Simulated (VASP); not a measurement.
# O (Pm-3m) in VASP: notebook

O is run at these levels: PBE; tasks: single point, relaxation of cell and atoms.

Everything below comes from runs of VASP 6.6.1. Logs are shortened: lines on timing, memory, paths and dates and some standing lists are left out, and cuts for length are marked.

## Step 1: The cell of the first run

The structure is cubic, space group Pm-3m (No. 221). The conventional cell has a = 1.921 Å, b = 1.921 Å, c = 1.921 Å, α = 90.00°, β = 90.00°, γ = 90.00°. O (site symmetry m-3m) has 6 O at 1.92 Å within 2.5 Å.

## Step 2: Single point, PBE

File INCAR:

```
SYSTEM = O
ALGO     = Normal         ! electronic algorithm
EDIFF    = 1E-6           ! SCF threshold, eV
ENCUT    = 520            ! plane-wave cutoff, eV
GGA      = PE             ! functional
ISIF     = 2              ! what is computed and relaxed
ISMEAR   = -1             ! smearing method
LASPH    = .TRUE.         ! aspherical terms in the spheres
LCHARG   = .TRUE.         ! write CHGCAR
LELF     = .TRUE.         ! ELF
LREAL    = .FALSE.        ! projectors in reciprocal space
LVHAR    = .TRUE.       
LWAVE    = .FALSE.        ! write WAVECAR
NBANDS   = 9              ! bands
NELM     = 60             ! most SCF steps
PREC     = Accurate       ! precision mode
SIGMA    = 0.05           ! smearing width, eV
```

File KPOINTS:

```
k-points
0
G
  17 17 17
  0 0 0
```

File POSCAR:

```
O
1.0
    1.9211714115      0.0000000000      0.0000000000
    0.0000000000      1.9211714115      0.0000000000
    0.0000000000      0.0000000000      1.9211714115
O
1
Direct
    0.0000000000      0.0000000000      0.0000000000
```

Potentials or basis: VASP PAW PBE potentials, release 64 (O).

On the command line:

```console
> cat potpaw_PBE.64/O/POTCAR > POTCAR
> mpirun -np 1 vasp_std > vasp.out
```

OUTCAR:

```text
SYSTEM = O
   EDIFF = 1E-6
   ENCUT = 520
   GGA = PE
   ISIF = 2
   ISMEAR = -1
   LASPH = .TRUE.
   LREAL = .FALSE.
   NELM = 60
   PREC = Accurate

 ion  position               nearest neighbor table
   1  0.000  0.000  0.000-

  LATTYP: Found a simple cubic cell.
 ALAT       =     1.9211714115

  Lattice vectors:

 A1 = (   1.9211714115,   0.0000000000,   0.0000000000)
 A2 = (   0.0000000000,   1.9211714115,   0.0000000000)
 A3 = (   0.0000000000,   0.0000000000,   1.9211714115)

Analysis of symmetry for initial positions (statically):
=====================================================================
 Subroutine PRICEL returns:
 Original cell was already a primitive cell.

 Routine SETGRP: Setting up the symmetry group for a
 simple cubic supercell.

 Subroutine GETGRP returns: Found 48 space group operations
 (whereof 48 operations were pure point group operations)
 out of a pool of 48 trial point group operations.

The static configuration has the point symmetry O_h .

Analysis of symmetry for dynamics (positions and initial velocities):
=====================================================================
 Subroutine PRICEL returns:
 Original cell was already a primitive cell.

 Routine SETGRP: Setting up the symmetry group for a
 simple cubic supercell.

 Subroutine GETGRP returns: Found 48 space group operations
 (whereof 48 operations were pure point group operations)
 out of a pool of 48 trial point group operations.

The dynamic configuration has the point symmetry O_h .

 Subroutine INISYM returns: Found 48 space group operations
 (whereof 48 operations are pure point group operations),
 and found     1 'primitive' translations

----------------------------------------------------------------------------------------

                                     Primitive cell

  volume of cell :       7.0909

  direct lattice vectors                    reciprocal lattice vectors
     1.921171412  0.000000000  0.000000000     0.520515761  0.000000000  0.000000000
     0.000000000  1.921171412  0.000000000     0.000000000  0.520515761  0.000000000
     0.000000000  0.000000000  1.921171412     0.000000000  0.000000000  0.520515761

  length of vectors
     1.921171412  1.921171412  1.921171412     0.520515761  0.520515761  0.520515761

  position of ions in fractional coordinates (direct lattice)
     0.000000000  0.000000000  0.000000000
[... 71 lines left out ...]
   LNONCOLLINEAR =      F non collinear calculations
   LSORBIT =      F    spin-orbit coupling
   LASPH  =      T    aspherical Exc in radial PAW
   ENCUT  =  520.0 eV  38.22 Ry    6.18 a.u.   3.57  3.57  3.57*2*pi/ulx,y,z
   NELM   =     60;   NELMIN=  2; NELMDL= -5     # of ELM steps
   EDIFF  = 0.1E-05   stopping-criterion for ELM
   LREAL  =      F    real-space projection
   EDIFFG = 0.1E-04   stopping-criterion for IOM
   NSW    =      0    number of steps for IOM
   IBRION =     -1    ionic relax: 0-MD 1-quasi-New 2-CG
   NFREE  =      0    steps in history (QN), initial steepest desc. (CG)
   ISIF   =      2    stress and relaxation
   ISYM   =      2    0-nonsym 1-usesym 2-fastsym
   POTIM  = 0.5000    time-step for ionic-motion
   TEBEG  =    0.0;   TEEND  =   0.0 temperature during run
   PSTRESS=    0.0 pullay stress
   NELECT =       6.0000    total number of electrons
   NUPDOWN=      -1.0000    fix difference up-down
   EMIN   =  10.00;   EMAX   =-10.00  energy-range for DOS
   EFERMI =   0.00;   METHOD = LEGACY
   ISMEAR =    -1;   SIGMA  =   0.05  broadening in eV -4-tet -1-fermi 0-gaus
   EFERMI_NEDOS =   21; number of points for ismear=-14 and -15
   IALGO  =     38    algorithm
   IMIX   =      4    mixing-type and parameters
     AMIX     =   0.40;   BMIX     =  1.00
     AMIX_MAG =   1.60;   BMIX_MAG =  1.00
  volume/ion in A,a.u.               =       7.09        47.85
  Fermi-wavevector in a.u.,A,eV,Ry     =   1.548433  2.926114 32.621944  2.397645
  Thomas-Fermi vector in A             =   2.653384
   LORBIT       =      0    0 simple, 1 ext, 2 COOP (PROOUT), +10 PAW based schemes
   GGA     = PE    functional components
   LHFCALC =     F    Hartree Fock is set to
   AEXX    =    0.0000 exact exchange contribution
   IVDW    =     0    specifies the selected vdW correction
   LEPSILON=     F    determine dielectric tensor
   LRPA    =     F    only Hartree local field effects (RPA)
 non-spin polarized calculation
  energy-cutoff  :      520.00
  volume of cell :        7.09
 maximum number of plane-waves:       197
   NGX =  7   NGY =  7   NGZ =  7

 number of electron       5.9999997 magnetization

 Free energy of the ion-electron system (eV)
  ---------------------------------------------------
  ext. energy  EPLUGINS =         0.00000000
  ---------------------------------------------------
  free energy    TOTEN  =        -3.05335022 eV

  energy without entropy =       -3.04797391  energy(sigma->0) =       -3.05066207

 E-fermi :   4.2043     XC(G=0): -12.5448

 val. band max:        4.1711189238   @ k =   0.3529   0.1765   0.1765
 cond. band min:       4.2310206152   @ k =   0.1176   0.1176   0.1176
 fundamental gap:      0.0599016914
 Fermi energy:         4.2043073014

 k-point     1 :       0.0000    0.0000    0.0000
  band No.  band energies     occupation
      1     -19.4115      2.00000
      2       5.4253      0.00000
      3       5.4253      0.00000
      4       5.4253      0.00000
      5      21.6124      0.00000
      6      32.0510      0.00000
      7      32.0510      0.00000
      8      51.5182      0.00000
      9      51.5182      0.00000
[... 265 lines left out ...]
 k-point    24 :       0.4706    0.1176    0.0000
  band No.  band energies     occupation
      1     -15.0470      2.00000
      2      -4.8068      2.00000
      3       5.3890      0.00000
      4       6.6968      0.00000
      5      25.4847      0.00000
      6      32.3348      0.00000
      7      38.9873      0.00000
      8      40.3334      0.00000
      9      44.2524      0.00000

 [... further k-points ...]
[... 5 lines left out ...]
  --------------------------------------------------------------------------------------
  -------------------------------------------------------------------------------------
  Total        1.1411537      1.1411537      1.1411537     -0.0000000     -0.0000000      0.0000000
  in kB      257.8436211    257.8436211    257.8436211     -0.0000000     -0.0000000      0.0000000
  external PRESSURE =     257.8436211 kB  Pullay stress =       0.0000000 kB

 VOLUME and BASIS-vectors are now :
 -----------------------------------------------------------------------------
  energy-cutoff  :      520.00
  volume of cell :        7.09
      direct lattice vectors                 reciprocal lattice vectors
     1.921171412  0.000000000  0.000000000     0.520515761  0.000000000  0.000000000
     0.000000000  1.921171412  0.000000000     0.000000000  0.520515761  0.000000000
     0.000000000  0.000000000  1.921171412     0.000000000  0.000000000  0.520515761

 POSITION                                       TOTAL-FORCE (eV/Angst)
 -----------------------------------------------------------------------------------
      0.00000      0.00000      0.00000         0.000000      0.000000      0.000000
 -----------------------------------------------------------------------------------
    total drift:                                0.000000      0.000000     -0.000000

  FREE ENERGIE OF THE ION-ELECTRON SYSTEM (eV)
  ---------------------------------------------------
  free  energy   TOTEN  =        -3.0533502169 eV

  energy  without entropy=       -3.0479739139  energy(sigma->0) =       -3.05066207
```

OSZICAR:

```text
N       E                     dE             d eps       ncg     rms          rms(c)
DAV:   1     0.474310780117E+01    0.47431E+01   -0.37688E+03  3332   0.653E+02
DAV:   2    -0.300188464259E+01   -0.77450E+01   -0.72425E+01  3467   0.871E+01
DAV:   3    -0.304855320976E+01   -0.46669E-01   -0.46500E-01  3799   0.540E+00
DAV:   4    -0.304857402917E+01   -0.20819E-04   -0.20819E-04  3561   0.123E-01
DAV:   5    -0.304857404072E+01   -0.11551E-07   -0.11305E-07  3496   0.245E-03    0.559E-01
DAV:   6    -0.305063422010E+01   -0.20602E-02   -0.31655E-03  3091   0.456E-01    0.326E-01
DAV:   7    -0.305312122630E+01   -0.24870E-02   -0.26906E-03  3051   0.447E-01    0.821E-02
DAV:   8    -0.305334897284E+01   -0.22775E-03   -0.27274E-04  3177   0.119E-01    0.997E-03
DAV:   9    -0.305335041134E+01   -0.14385E-05   -0.19299E-06  3429   0.145E-02    0.339E-03
DAV:  10    -0.305335021687E+01    0.19448E-06   -0.97640E-07  3012   0.859E-03
   1 F= -.30533502E+01 E0= -.30506621E+01  d E =-.537630E-02
```

stdout:

```text
POSCAR found type information on POSCAR O
 POSCAR found :  1 types and       1 ions
 scaLAPACK will be used
 LDA part: xc-table for (Slater+PW92), standard interpolation
 POSCAR, INCAR and KPOINTS ok, starting setup
 FFT: planning ... GRIDC
 FFT: planning ... GRID_SOFT
 FFT: planning ... GRID
 WAVECAR not read
 entering main loop
```

Run time: 3.6 s. Hardware: 1 thread of AMD EPYC 9R45 (Zen 5), shared host; peak memory 0.08 GiB.

Results:

- Free energy: -3.0534 eV
- Pressure: 25.8 GPa
- Band gap on the k mesh: zero (bands 3 and 4 overlap by 6.42 eV)

Levels at points of the mesh, in eV from the Fermi level:
```
           k point  band 1  band 2  band 3  band 4  band 5  band 6
(0.00, 0.00, 0.00)  -23.62    1.22    1.22    1.22   17.41   27.85
```

Caveat: the cell stands under pressure.

## Step 3: Single point, PBE

File INCAR:

```
SYSTEM = O
PREC = Accurate
ENCUT = 520
EDIFF = 1E-6
ISMEAR = -1
SIGMA = 0.05
LREAL = .False.
LASPH = .True.
NELM = 60
ALGO = Normal
ISIF = 2
LWAVE = .False.
LCHARG = .False.
GGA = PE
NBANDS = 9
```

File KPOINTS:

```
Automatic mesh
0
Gamma
  17 17 17
  0 0 0
```

File POSCAR:

```
O
1.0
    1.9209624548      0.0000000000      0.0000000000
    0.0000000000      1.9209624548      0.0000000000
    0.0000000000      0.0000000000      1.9209624548
O
1
Direct
    0.0000000000      0.0000000000      0.0000000000
```

Potentials or basis: VASP PAW PBE potentials, release 64 (O).

On the command line:

```console
> cat potpaw_PBE.64/O/POTCAR > POTCAR
> mpirun -np 1 vasp_std > vasp.out
```

Wall time 3.4 s (1 thread of AMD EPYC 9R45 (Zen 5), shared host); peak memory 0.08 GiB.

It converged, with:

| Item | Value |
| --- | --- |
| Free energy | -3.0530 eV |
| Pressure | 25.9 GPa |
| Band gap on the k mesh | zero (bands 3 and 4 overlap by 6.43 eV) |

Levels at points of the mesh, in eV from the Fermi level:
```csv
k point,band 1,band 2,band 3,band 4,band 5,band 6,band 7,band 8
"(0.00, 0.00, 0.00)",-23.62,1.22,1.22,1.22,17.41,27.85,27.85,47.32
```

Caveat: the cell stands under pressure.

## Step 4: Relaxation of cell and atoms, PBE, target pressure 26 GPa, at which the enthalpy is minimised

File INCAR:

```
PREC = Accurate ; ENCUT = 600
EDIFF = 1E-7 ; ISMEAR = -1
SIGMA = 0.05 ; LREAL = False
LASPH = True ; NELM = 100
ALGO = Normal ; ISIF = 3
LWAVE = False ; LCHARG = False
GGA = PE ; IBRION = 2
NSW = 32 ; EDIFFG = -0.005
PSTRESS = 260.0
```

File KPOINTS:

```
regular mesh
0
Gamma
  17 17 17
```

File POSCAR:

```
O
1.0
    1.9211714115      0.0000000000      0.0000000000
    0.0000000000      1.9211714115      0.0000000000
    0.0000000000      0.0000000000      1.9211714115
O
1
Direct
    0.0000000000      0.0000000000      0.0000000000
```

On the command line:

```console
> cat potpaw_PBE.64/O/POTCAR > POTCAR
> mpirun -np 1 vasp_std > vasp.out
```

Wall time 6.2 s (1 thread of AMD EPYC 9R45 (Zen 5), shared host); peak memory 0.08 GiB.

The run converged. Its results:

```yaml
Free_energy: -3.0525 eV
Relaxed_volume: 7.08 Å³/atom
Relaxed_cell: a = 1.920 Å, b = 1.920 Å, c = 1.920 Å, α = 90.00°, β = 90.00°, γ = 90.00°
Space_group_after_relaxing_to_0.1_Å: Pm-3m (No. 221)
Energy_change_on_relaxing_the_run_minimises_the_enthalpy: +2.0 meV/atom
Ionic_steps: 3
Pressure_after_relaxing: 26.0 GPa
Band_gap_on_the_k_mesh: zero (bands 3 and 4 overlap by 6.44 eV)
```

Step by step:
```tsv
step	energy change (eV)	largest force (eV/Å)	pressure (GPa)	volume (Å³)
1	0.0000	0.0000	25.52	7.09
2	0.0035	0.0000	26.38	7.07
3	0.0020	0.0000	26.00	7.08
```

Final structure:
```
O
1.0
     1.92007    0.00000    0.00000
     0.00000    1.92007    0.00000
     0.00000    0.00000    1.92007
O
1
Direct
  0.00000 0.00000 0.00000
```

Levels at points of the mesh, in eV from the Fermi level:
```csv
k point,band 1,band 2,band 3,band 4,band 5,band 6,band 7
"(0.00, 0.00, 0.00)",-23.64,1.22,1.22,1.22,17.43,27.86,27.86
```

Caveat: the cell is relaxed towards a set pressure, so the run minimises the enthalpy, not the energy.

## Step 5: Relaxation of cell and atoms, PBE, target pressure 26 GPa, at which the enthalpy is minimised

This run uses another cell than the first one, of 7.42 Å³/atom.

File INCAR:

```
  PREC = Accurate
  ENCUT = 600
  EDIFF = 1E-6
  ISMEAR = -1
  SIGMA = 0.05
  LREAL = F
  LASPH = T
  NELM = 60
  ALGO = Normal
  ISIF = 3
  LWAVE = F
  LCHARG = F
  GGA = PE
  IBRION = 2
  NSW = 60
  EDIFFG = -0.005
  PSTRESS = 260.0
```

KPOINTS is that of step 4.

File POSCAR:

```
O
1.0
    1.9508807460      0.0000000000      0.0000000000
    0.0000000000      1.9508807460      0.0000000000
    0.0000000000      0.0000000000      1.9508807460
O
1
Direct
    0.0000000000      0.0000000000      0.0000000000
```

On the command line:

```console
> cat potpaw_PBE.64/O/POTCAR > POTCAR
> mpirun -np 1 vasp_std > vasp.out
```

Wall time 6.6 s (1 thread of AMD EPYC 9R45 (Zen 5), shared host); peak memory 0.08 GiB.

The run converged. Its results:

| Quantity | Value |
| --- | --- |
| Free energy | -3.0538 eV |
| Relaxed volume | 7.08 Å³/atom |
| Relaxed cell | a = 1.920 Å, b = 1.920 Å, c = 1.920 Å, α = 90.00°, β = 90.00°, γ = 90.00° |
| Space group after relaxing (to 0.1 Å) | Pm-3m (No. 221) |
| Energy change on relaxing (the run minimises the enthalpy) | +42.5 meV/atom |
| Ionic steps | 3 |
| Pressure after relaxing | 26.0 GPa |
| Band gap on the k mesh | zero (bands 3 and 4 overlap by 6.44 eV) |

The path:
```csv
step,energy change (eV),largest force (eV/Å),pressure (GPa),volume (Å³)
1,0.0000,0.0000,13.72,7.42
2,0.0906,0.0000,36.66,6.83
3,0.0425,0.0000,25.95,7.08
```

Final structure:
```
O
1.0
     1.91992    0.00000    0.00000
     0.00000    1.91992    0.00000
     0.00000    0.00000    1.91992
O
1
Direct
  0.00000 0.00000 0.00000
```

Levels at points of the mesh, in eV from the Fermi level:
```
           k point  band 1  band 2  band 3  band 4  band 5  band 6
(0.00, 0.00, 0.00)  -23.64    1.22    1.22    1.22   17.44   27.86
```

Caveat: the cell is relaxed towards a set pressure, so the run minimises the enthalpy, not the energy.

## Step 6: Overview

| task | cell | cutoff (eV) | gap on the mesh (eV) | pressure (GPa) |
| --- | --- | --- | --- | --- |
| single point | a = 1.921 Å, 1 atom | 520 | none | 25.9 |
| relaxation of cell and atoms | relaxed to 26 GPa from a = 1.921 Å, 1 atom | 600 | none | 26.0 |
| relaxation of cell and atoms | relaxed to 26 GPa from a = 1.951 Å, 1 atom | 600 | none | 26.0 |

Alike in all rows: level PBE; potentials or basis VASP PAW PBE potentials, release 64 (O); no spin polarisation; k mesh 17 × 17 × 17; smearing fermi-dirac 0.05 eV.

Caveats: the cell is relaxed towards a set pressure, so the run minimises the enthalpy, not the energy (at least some runs); the cell stands under pressure (at least some runs).

Total energies depend on the potentials used, so only differences within one code and one set of settings carry meaning.
